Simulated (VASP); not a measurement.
Write the native input for VASP 6.6.1 that does the following.

```
Task                   : electric field gradients
Functional             : PBEsol
Potentials or basis    : VASP PAW PBE potentials, release 64 (Mg, S)
Cutoff                 : 520 eV
k mesh                 : 14 × 14 × 14
Occupations            : fermi-dirac, width 0.03 eV
Spin                   : no spin polarisation
Dipole correction      : no
Further INCAR settings : ALGO = Normal; EDIFF = 1e-08; NBANDS = 11
```

The structure of MgS (rocksalt type) lies in POSCAR:

```
MgS
1.0
    0.0000000000      2.6488453500      2.6488453500
    2.6488453500      0.0000000000      2.6488453500
    2.6488453500      2.6488453500      0.0000000000
Mg S
1 1
Direct
    0.0000000000      0.0000000000      0.0000000000
    0.5000000000      0.5000000000      0.5000000000
```

These files were run (other wordings do the same):

INCAR

```
  PREC = Accurate
  ENCUT = 520
  EDIFF = 1E-8
  ISMEAR = -1
  SIGMA = 0.03
  LREAL = False
  LASPH = True
  NELM = 80
  ALGO = Normal
  ISIF = 2
  LWAVE = False
  LCHARG = False
  GGA = PS
  LEFG = True
  NBANDS = 11
```

KPOINTS

```
Automatic mesh
0
Gamma
  14 14 14
```

Potentials or basis: VASP PAW PBE potentials, release 64 (Mg, S).

Launch:

```console
$ cat potpaw_PBE.64/Mg/POTCAR potpaw_PBE.64/S/POTCAR > POTCAR
$ mpirun -np 1 vasp_std > vasp.out
```

It gave:

```json
{
  "Pressure": "-4.7 GPa",
  "Band gap on the k mesh": "2.59 eV, indirect (least direct gap 3.19 eV)"
}
```

Caveat: without QUAD_EFG the Cq values of the log hold for a quadrupole moment of 1 mb, not for the nuclei; the PAW data sets were made with another functional, which shifts forces and pressure a little.

Run time: 53 s on 1 thread of Intel Xeon 6975P-C, on a shared host, peak memory 0.19 GiB.
